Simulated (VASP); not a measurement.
Wanted: the native input for a VASP 6.6.1 run.

```
Task                   : single point
Functional             : LDA
Potentials or basis    : VASP PAW LDA potentials, release 64 (Au)
Cutoff                 : 520 eV
k mesh                 : 14 × 14 × 8
Occupations            : fermi-dirac, width 0.03 eV
Spin                   : no spin polarisation
Dipole correction      : no
Further INCAR settings : ALGO = Normal; EDIFF = 1e-06; NBANDS = 18
```

The structure of Au lies in POSCAR:

```
Au
1.0
    2.8709984263      0.0000000000      0.0000000000
   -1.4354992132      2.4863575715      0.0000000000
    0.0000000000      0.0000000000      4.8800000000
Au
2
Direct
    0.3333333333      0.6666666667      0.7500000000
    0.6666666667      0.3333333333      0.2500000000
```

This cell differs from its parent crystal: equal xx and yy strain of -1 %.

These files were run (other wordings do the same):

INCAR

```
SYSTEM = Au
ALGO     = Normal         ! electronic algorithm
EDIFF    = 1E-6           ! SCF threshold, eV
ENCUT    = 520            ! plane-wave cutoff, eV
GGA      = CA             ! functional
ISIF     = 2              ! what is computed and relaxed
ISMEAR   = -1             ! smearing method
LASPH    = .TRUE.         ! aspherical terms in the spheres
LCHARG   = .FALSE.        ! write CHGCAR
LREAL    = .FALSE.        ! projectors in reciprocal space
LWAVE    = .FALSE.        ! write WAVECAR
NBANDS   = 18             ! bands
NELM     = 80             ! most SCF steps
PREC     = Accurate       ! precision mode
SIGMA    = 0.03           ! smearing width, eV
```

KPOINTS

```
k-points
0
G
  14 14 8
  0 0 0
```

Potentials or basis: VASP PAW LDA potentials, release 64 (Au).

Launch:

```bash
$ cat potpaw_LDA.64/Au/POTCAR > POTCAR
$ mpirun -np 1 vasp_std > vasp.out
```

Results of the run:

```
Pressure               : -7.5 GPa
Band gap on the k mesh : zero (band 11 reaches 12.76 eV, above the bottom of band 12 at 6.30 eV)
```

Caveat: the cell differs from its parent crystal (equal xx and yy strain of -1 %); spin-orbit coupling is left out, which moves the levels of the heavy elements.

Wall time 64 s on 1 thread of Intel Xeon 8259CL, with other jobs on the host, peak memory 0.18 GiB.
